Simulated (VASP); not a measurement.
Set up this calculation in VASP 6.6.1, as the native input.

```yaml
Task: relaxation of cell and atoms
Functional: PBEsol
Potentials_or_basis: VASP PAW PBE potentials, release 64 (Be, S)
Cutoff: 600 eV
k_mesh: 8 × 8 × 8
Occupations: gaussian, width 0.02 eV
Spin: no spin polarisation
Dipole_correction: no
Further_INCAR_settings: ALGO = Normal; EDIFF = 1e-07; IBRION = 2; EDIFFG = -0.002; NSW = 100; ISIF = 3
```

The structure of BeS (sol) lies in POSCAR:

```
BeS
1.0
    0.0000000000      2.4350000000      2.4350000000
    2.4350000000      0.0000000000      2.4350000000
    2.4350000000      2.4350000000      0.0000000000
Be S
1 1
Direct
    0.0000000000      0.0000000000      0.0000000000
    0.2500000000      0.2500000000      0.2500000000
```

These files were run (other wordings do the same):

INCAR

```
SYSTEM = BeS
  ALGO = Normal
  EDIFF = 1E-7
  EDIFFG = -0.002
  ENCUT = 600
  GGA = PS
  GGA_COMPAT = .False.
  IBRION = 2
  ISIF = 3
  ISMEAR = 0
  LASPH = .True.
  LCHARG = .False.
  LREAL = .False.
  LWAVE = .False.
  NELM = 120
  NELMIN = 4
  NSW = 100
  PREC = Accurate
  SIGMA = 0.02
```

KPOINTS

```
k-points
0
Gamma
  8 8 8
  0 0 0
```

Potentials or basis: VASP PAW PBE potentials, release 64 (Be, S).

Run with:

```console
$ cat potpaw_PBE.64/Be/POTCAR potpaw_PBE.64/S/POTCAR > POTCAR
$ mpirun -np 1 vasp_std > vasp.out
```

It gave:

The relaxed volume is 14.18 Å³/atom. The relaxed cell is a = 3.423 Å, b = 3.423 Å, c = 3.423 Å, α = 60.00°, β = 60.00°, γ = 60.00°. The space group after relaxing (to 0.05 Å) is F-43m (No. 216). The energy gained by relaxing is 1.4 meV/atom and the ionic steps are 3. The pressure after relaxing is 0.0 GPa and the band gap on the k mesh is 2.92 eV, indirect (least direct gap 5.61 eV).

Caveat: the PAW data sets were made with another functional, which shifts forces and pressure a little.

Run time: 9.2 s on 1 thread of Intel(R) Xeon(R) 6975P-C (Granite Rapids) (shared host), peak memory 0.14 GiB.
